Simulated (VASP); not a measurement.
# Sn2Bi3O3 (P6/mmm) in VASP: notebook

The runs below take Sn2Bi3O3 through single point, with PBE.

Everything below comes from runs of VASP 6.6.1. Logs are shortened: lines on timing, memory, paths and dates and some standing lists are left out, and cuts for length are marked.

## (1) The cell of the first run

It takes space group P6/mmm (No. 191, hexagonal). The conventional cell has a = 5.282 Å, b = 5.282 Å, c = 9.319 Å, α = 90.00°, β = 90.00°, γ = 120.00°. Within 3.5 Å of Sn (site symmetry 6mm) lie 1 Sn at 2.69 Å and 6 O at 2.96 Å and 1 Bi at 3.31 Å. Within 4.0 Å of Bi (site symmetry -6m2) lie 6 Bi at 3.05 Å. Bi (site symmetry 6/mmm) has 6 Bi at 3.05 Å and 2 Sn at 3.31 Å within 4.0 Å. O (site symmetry mmm) has 4 O at 2.64 Å and 4 Sn at 2.96 Å within 3.5 Å.

## (2) Single point, PBE

The input, INCAR:

```
PREC = Accurate ; ENCUT = 520
EDIFF = 1E-6 ; ISMEAR = 0
SIGMA = 0.2 ; LREAL = False
LASPH = True ; NELM = 100
ALGO = Normal ; ISIF = 2
LWAVE = False ; LCHARG = False
GGA = PE ; NBANDS = 56
```

The input, KPOINTS:

```
regular mesh
0
Gamma
  4 4 2
```

The input, POSCAR:

```
Sn2Bi3O3
1.0
    5.2818978687      0.0000000032      0.0000000000
   -2.6409489371      4.5742577328      0.0000000000
    0.0000000000      0.0000000000      9.3188413943
Sn Bi O
2 3 3
Direct
    0.0000000000      0.0000000000      0.1444208284
    0.0000000000      0.0000000000      0.8555791716
    0.3333333333      0.6666666667      0.5000000000
    0.6666666667      0.3333333333      0.5000000000
    0.0000000000      0.0000000000      0.5000000000
    0.5000000000      0.0000000000      0.0000000000
    0.0000000000      0.5000000000      0.0000000000
    0.5000000000      0.5000000000      0.0000000000
```

Potentials or basis: VASP PAW PBE potentials, release 64 (Sn_d, Bi_d, O).

Started as:

```console
cat potpaw_PBE.64/Sn_d/POTCAR potpaw_PBE.64/Bi_d/POTCAR potpaw_PBE.64/O/POTCAR > POTCAR
mpirun -np 1 vasp_std > vasp.out
```

OUTCAR:

```text
PREC = Accurate
   ENCUT = 520
   EDIFF = 1E-6
   ISMEAR = 0
   LREAL = False
   LASPH = True
   NELM = 100
   ISIF = 2
   GGA = PE

 ion  position               nearest neighbor table
   1  0.000  0.000  0.144-   2 2.69   5 3.31
   2  0.000  0.000  0.856-   1 2.69   5 3.31
   3  0.333  0.667  0.500-   4 3.05   5 3.05   4 3.05   5 3.05   5 3.05   4 3.05
   4  0.667  0.333  0.500-   3 3.05   5 3.05   3 3.05   5 3.05   5 3.05   3 3.05
   5  0.000  0.000  0.500-   3 3.05   4 3.05   3 3.05   4 3.05   4 3.05   3 3.05   1 3.31   2 3.31

   6  0.500  0.000  0.000-
   7  0.000  0.500  0.000-
   8  0.500  0.500  0.000-

  LATTYP: Found a hexagonal cell.
 ALAT       =     5.2818978687
 C/A-ratio  =     1.7642979145

  Lattice vectors:

 A1 = (   5.2818978687,   0.0000000032,   0.0000000000)
 A2 = (  -2.6409489371,   4.5742577328,   0.0000000000)
 A3 = (   0.0000000000,   0.0000000000,   9.3188413943)

Analysis of symmetry for initial positions (statically):
=====================================================================
 Subroutine PRICEL returns:
 Original cell was already a primitive cell.

 Routine SETGRP: Setting up the symmetry group for a
 hexagonal supercell.

 Subroutine GETGRP returns: Found 24 space group operations
 (whereof 24 operations were pure point group operations)
 out of a pool of 24 trial point group operations.

The static configuration has the point symmetry D_6h.

Analysis of symmetry for dynamics (positions and initial velocities):
=====================================================================
 Subroutine PRICEL returns:
 Original cell was already a primitive cell.

 Routine SETGRP: Setting up the symmetry group for a
 hexagonal supercell.

 Subroutine GETGRP returns: Found 24 space group operations
 (whereof 24 operations were pure point group operations)
 out of a pool of 24 trial point group operations.

The dynamic configuration has the point symmetry D_6h.

 Subroutine INISYM returns: Found 24 space group operations
 (whereof 24 operations are pure point group operations),
 and found     1 'primitive' translations

----------------------------------------------------------------------------------------

                                     Primitive cell

  volume of cell :     225.1503

  direct lattice vectors                    reciprocal lattice vectors
     5.281897869  0.000000003  0.000000000     0.189325887  0.109307352  0.000000000
    -2.640948937  4.574257733  0.000000000    -0.000000000  0.218614704  0.000000000
     0.000000000  0.000000000  9.318841394     0.000000000  0.000000000  0.107309477

  length of vectors
     5.281897869  5.281897869  9.318841394     0.218614704  0.218614704  0.107309477

  position of ions in fractional coordinates (direct lattice)
     0.000000000  0.000000000  0.144420828
     0.000000000  0.000000000  0.855579172
     0.333333333  0.666666667  0.500000000
     0.666666667  0.333333333  0.500000000
     0.000000000  0.000000000  0.500000000
     0.500000000  1.000000000  0.000000000
     0.000000000  0.500000000  0.000000000
     0.500000000  0.500000000  0.000000000

  ion indices of the primitive-cell ions
   primitive index   ion index
                 1           1
                 2           2
                 3           3
                 4           4
                 5           5
                 6           6
                 7           7
                 8           8

----------------------------------------------------------------------------------------

 KPOINTS: regular mesh

Automatic generation of k-mesh.
 Grid dimensions read from file:
 generate k-points for:    4    4    2

 Generating k-lattice:

  Cartesian coordinates                     Fractional coordinates (reciprocal lattice)
     0.047331472  0.027326838  0.000000000     0.250000000  0.000000000  0.000000000
    -0.000000000  0.054653676  0.000000000    -0.000000000  0.250000000  0.000000000
     0.000000000  0.000000000  0.053654739     0.000000000  0.000000000  0.500000000

  Length of vectors
     0.054653676  0.054653676  0.053654739

  Shift w.r.t. Gamma in fractional coordinates (k-lattice)
     0.000000000  0.000000000  0.000000000

 Subroutine IBZKPT returns following result:
 ===========================================

 Found      8 irreducible k-points:

 Following reciprocal coordinates:
            Coordinates               Weight
  0.000000  0.000000  0.000000      1.000000
  0.250000  0.000000  0.000000      6.000000
  0.500000  0.000000  0.000000      3.000000
  0.250000  0.250000  0.000000      6.000000
  0.000000  0.000000  0.500000      1.000000
  0.250000  0.000000  0.500000      6.000000
  0.500000  0.000000  0.500000      3.000000
  0.250000  0.250000  0.500000      6.000000
   k-points           NKPTS =      8   k-points in BZ     NKDIM =      8   number of bands    NBANDS=     56
   number of dos      NEDOS =    301   number of ions     NIONS =      8
   total plane-waves  NPLWV = 112000
   dimension x,y,z NGX =    40 NGY =   40 NGZ =   70
   dimension x,y,z NGXF=    80 NGYF=   80 NGZF=  140
   ions per type =               2   3   3
   NGX,Y,Z   is equivalent  to a cutoff of  12.59, 12.59, 12.49 a.u.
   NGXF,Y,Z  is equivalent  to a cutoff of  25.18, 25.18, 24.98 a.u.
 SYSTEM =  unknown system
   PREC   = accura    normal or accurate (medium, high low for compatibility)
   ISTART =      0    job   : 0-new  1-cont  2-samecut
   ICHARG =      2    charge: 1-file 2-atom 10-const
   ISPIN  =      1    spin polarized calculation?
   LNONCOLLINEAR =      F non collinear calculations
   LSORBIT =      F    spin-orbit coupling
   LASPH  =      T    aspherical Exc in radial PAW
   ENCUT  =  520.0 eV  38.22 Ry    6.18 a.u.   9.82  9.82 17.33*2*pi/ulx,y,z
   NELM   =    100;   NELMIN=  2; NELMDL= -5     # of ELM steps
   EDIFF  = 0.1E-05   stopping-criterion for ELM
   LREAL  =      F    real-space projection
   EDIFFG = 0.1E-04   stopping-criterion for IOM
   NSW    =      0    number of steps for IOM
   IBRION =     -1    ionic relax: 0-MD 1-quasi-New 2-CG
   NFREE  =      0    steps in history (QN), initial steepest desc. (CG)
   ISIF   =      2    stress and relaxation
   ISYM   =      2    0-nonsym 1-usesym 2-fastsym
   POTIM  = 0.5000    time-step for ionic-motion
   TEBEG  =    0.0;   TEEND  =   0.0 temperature during run
   PSTRESS=    0.0 pullay stress
   NELECT =      91.0000    total number of electrons
   NUPDOWN=      -1.0000    fix difference up-down
   EMIN   =  10.00;   EMAX   =-10.00  energy-range for DOS
   EFERMI =   0.00;   METHOD = LEGACY
   ISMEAR =     0;   SIGMA  =   0.20  broadening in eV -4-tet -1-fermi 0-gaus
   EFERMI_NEDOS =   21; number of points for ismear=-14 and -15
   IALGO  =     38    algorithm
   IMIX   =      4    mixing-type and parameters
     AMIX     =   0.40;   BMIX     =  1.00
     AMIX_MAG =   1.60;   BMIX_MAG =  1.00
  volume/ion in A,a.u.               =      28.14       189.92
  Fermi-wavevector in a.u.,A,eV,Ry     =   1.210406  2.287336 19.933664  1.465083
  Thomas-Fermi vector in A             =   2.345954
   LORBIT       =      0    0 simple, 1 ext, 2 COOP (PROOUT), +10 PAW based schemes
   GGA     = PE    functional components
   LHFCALC =     F    Hartree Fock is set to
   AEXX    =    0.0000 exact exchange contribution
   IVDW    =     0    specifies the selected vdW correction
   LEPSILON=     F    determine dielectric tensor
   LRPA    =     F    only Hartree local field effects (RPA)
 non-spin polarized calculation
 Gauss-broadening in eV      SIGMA  =   0.20
  energy-cutoff  :      520.00
  volume of cell :      225.15
 maximum number of plane-waves:      6088
 NGX is ok and might be reduce to    40
   NGX = 19   NGY = 19   NGZ = 35

 number of electron      90.9999998 magnetization

 Free energy of the ion-electron system (eV)
  ---------------------------------------------------
  ext. energy  EPLUGINS =         0.00000000
  ---------------------------------------------------
  free energy    TOTEN  =       -27.33020027 eV

  energy without entropy =      -27.18057573  energy(sigma->0) =      -27.25538800

 E-fermi :   3.9403     XC(G=0):  -8.8509

 val. band max:        3.9031838006   @ k =   0.0000   0.0000   0.0000
 cond. band min:       3.9589790253   @ k =   0.2500   0.2500   0.0000
 fundamental gap:      0.0557952248
 Fermi energy:         3.9403106831

 k-point     1 :       0.0000    0.0000    0.0000
  band No.  band energies     occupation
      1     -19.5498      2.00000
      2     -19.5498      2.00000
      3     -19.5308      2.00000
      4     -19.3938      2.00000
      5     -19.3938      2.00000
      6     -19.3382      2.00000
[... 48 lines left out ...]
     55       9.6501      0.00000
     56       9.8715      0.00000

 k-point     2 :       0.2500    0.0000    0.0000
  band No.  band energies     occupation
      1     -19.6055      2.00000
      2     -19.5782      2.00000
      3     -19.5085      2.00000
      4     -19.4586      2.00000
      5     -19.4082      2.00000
      6     -19.3924      2.00000
[... 48 lines left out ...]
     55       8.6992      0.00000
     56       9.8730      0.00000

 k-point     3 :       0.5000    0.0000    0.0000
  band No.  band energies     occupation
      1     -19.7330      2.00000
      2     -19.6082      2.00000
      3     -19.5046      2.00000
      4     -19.4726      2.00000
      5     -19.4205      2.00000
      6     -19.3779      2.00000
[... 228 lines left out ...]
 k-point     7 :       0.5000    0.0000    0.5000
  band No.  band energies     occupation
      1     -19.7330      2.00000
      2     -19.6082      2.00000
      3     -19.5046      2.00000
      4     -19.4722      2.00000
      5     -19.4205      2.00000
      6     -19.3779      2.00000
[... 48 lines left out ...]
     55       7.1526      0.00000
     56       7.5091      0.00000

 k-point     8 :       0.2500    0.2500    0.5000
  band No.  band energies     occupation
      1     -19.6786      2.00000
      2     -19.6724      2.00000
      3     -19.6245      2.00000
      4     -19.4045      2.00000
      5     -19.3908      2.00000
      6     -19.3266      2.00000
[... 48 lines left out ...]
     55       6.9952      0.00000
     56       8.8727      0.00000

------------------------ aborting loop because EDIFF is reached ----------------------------------------

  FORCE on cell =-STRESS in cart. coord.  units (eV):
  Direction    XX          YY          ZZ          XY          YZ          ZX
  --------------------------------------------------------------------------------------
  -------------------------------------------------------------------------------------
  Total        0.1422182      0.1422182      0.0232356      0.0000000     -0.0000000     -0.0000000
  in kB        1.0120294      1.0120294      0.1653453      0.0000000     -0.0000000     -0.0000000
  external PRESSURE =       0.7298014 kB  Pullay stress =       0.0000000 kB

 VOLUME and BASIS-vectors are now :
 -----------------------------------------------------------------------------
  energy-cutoff  :      520.00
  volume of cell :      225.15
      direct lattice vectors                 reciprocal lattice vectors
     5.281897869  0.000000003  0.000000000     0.189325887  0.109307352  0.000000000
    -2.640948937  4.574257733  0.000000000    -0.000000000  0.218614704  0.000000000
     0.000000000  0.000000000  9.318841394     0.000000000  0.000000000  0.107309477

 POSITION                                       TOTAL-FORCE (eV/Angst)
 -----------------------------------------------------------------------------------
      0.00000      0.00000      1.34583         0.000000     -0.000000      0.004682
      0.00000      0.00000      7.97301        -0.000000      0.000000     -0.004682
     -0.00000      3.04951      4.65942         0.000000     -0.000000      0.000000
      2.64095      1.52475      4.65942        -0.000000      0.000000      0.000000
      0.00000      0.00000      4.65942        -0.000000      0.000000      0.000000
      2.64095      0.00000      0.00000        -0.000000      0.000000      0.000000
     -1.32047      2.28713      0.00000        -0.000000      0.000000      0.000000
      1.32047      2.28713      0.00000        -0.000000      0.000000      0.000000
 -----------------------------------------------------------------------------------
    total drift:                               -0.000000      0.000000     -0.000000

  FREE ENERGIE OF THE ION-ELECTRON SYSTEM (eV)
  ---------------------------------------------------
  free  energy   TOTEN  =       -27.3302002666 eV

  energy  without entropy=      -27.1805757330  energy(sigma->0) =      -27.25538800
```

Wall time 81 s (1 thread of Intel Xeon 6975P-C (Granite Rapids), shared host); peak memory 0.36 GiB.

Results:

- Free energy: -27.3302 eV
- Pressure: 0.1 GPa
- Largest force: 0.005 eV/Å

Forces on the atoms (eV/Å):
```
Sn   0.000  0.000  0.005
Sn   0.000  0.000 -0.005
Bi   0.000  0.000  0.000
Bi   0.000  0.000  0.000
Bi   0.000  0.000  0.000
O    0.000  0.000  0.000
O    0.000  0.000  0.000
O    0.000  0.000  0.000
```

Levels at points of the mesh, in eV from the Fermi level:
```tsv
k point	band 43	band 44	band 45	band 46	band 47	band 48
(0.00, 0.00, 0.00)	-0.61	-0.61	-0.58	-0.04	0.50	0.50
(0.50, 0.00, 0.00)	-0.84	-0.73	-0.13	0.04	0.44	0.53
(0.00, 0.00, 0.50)	-0.61	-0.61	-0.29	-0.04	0.49	0.49
(0.50, 0.00, 0.50)	-0.80	-0.59	-0.05	0.05	0.11	0.44
```

Caveat: spin-orbit coupling is left out, which moves the levels of the heavy elements; an odd number of electrons without spin polarisation forces a metal; a magnetic or distorted state may lie lower.

## (3) Single point, PBE

This run uses another cell than the first one, of 49.98 Å³/atom, 1.776 times its volume.

The input, INCAR:

```
PREC = Accurate
ENCUT = 520
EDIFF = 1E-6
ISMEAR = 0
SIGMA = 0.2
LREAL = F
LASPH = T
NELM = 60
ALGO = Normal
ISIF = 2
LWAVE = F
LCHARG = T
GGA = PE
LELF = T
LVHAR = T
NBANDS = 56
```

The input, KPOINTS:

```
regular mesh
0
Gamma
  3 3 3
```

The input, POSCAR:

```
Sn2Bi3O3
1.0
    7.4532021185      0.0000000000      0.0000000000
   -3.7266010593      6.4546623742      0.0000000000
    0.0000000000      0.0000000000      8.3120243886
Sn Bi O
2 3 3
Direct
    0.0000000000      0.0000000000      0.6674999768
    0.0000000000      0.0000000000      0.3325000232
    0.3333333333      0.6666666667      0.5000000000
    0.6666666667      0.3333333333      0.5000000000
    0.0000000000      0.0000000000      0.0000000000
    0.5000000000      0.0000000000      0.5000000000
    0.0000000000      0.5000000000      0.5000000000
    0.5000000000      0.5000000000      0.5000000000
```

Potentials or basis: VASP PAW PBE potentials, release 64 (Sn_d, Bi_d, O).

Started as:

```console
cat potpaw_PBE.64/Sn_d/POTCAR potpaw_PBE.64/Bi_d/POTCAR potpaw_PBE.64/O/POTCAR > POTCAR
mpirun -np 1 vasp_std > vasp.out
```

It took 1.8 min on 1 thread of Intel Xeon 6975P-C (Granite Rapids), shared host; peak memory 0.54 GiB.

Results (log left out):

| Property | Result |
| --- | --- |
| Free energy | -33.4887 eV |
| Pressure | 0.0 GPa |
| Largest force | 0.026 eV/Å |

Forces in eV/Å, atoms in the order of the input:
```
Sn   0.000  0.000 -0.026
Sn   0.000  0.000  0.026
Bi   0.000  0.000  0.000
Bi   0.000  0.000  0.000
Bi   0.000  0.000  0.000
O    0.000  0.000  0.000
O    0.000  0.000  0.000
O    0.000  0.000  0.000
```

Stress tensor (GPa, compression positive):
```
 0.21  0.00  0.00
 0.00  0.21  0.00
 0.00  0.00 -0.55
```

Levels at points of the mesh, in eV from the Fermi level:
```
           k point  band 42  band 43  band 44  band 45  band 46  band 47
(0.00, 0.00, 0.00)    -1.06    -1.06    -0.28     0.26     0.42     0.50
```

Caveat: spin-orbit coupling is left out, which moves the levels of the heavy elements; an odd number of electrons without spin polarisation forces a metal; a magnetic or distorted state may lie lower.
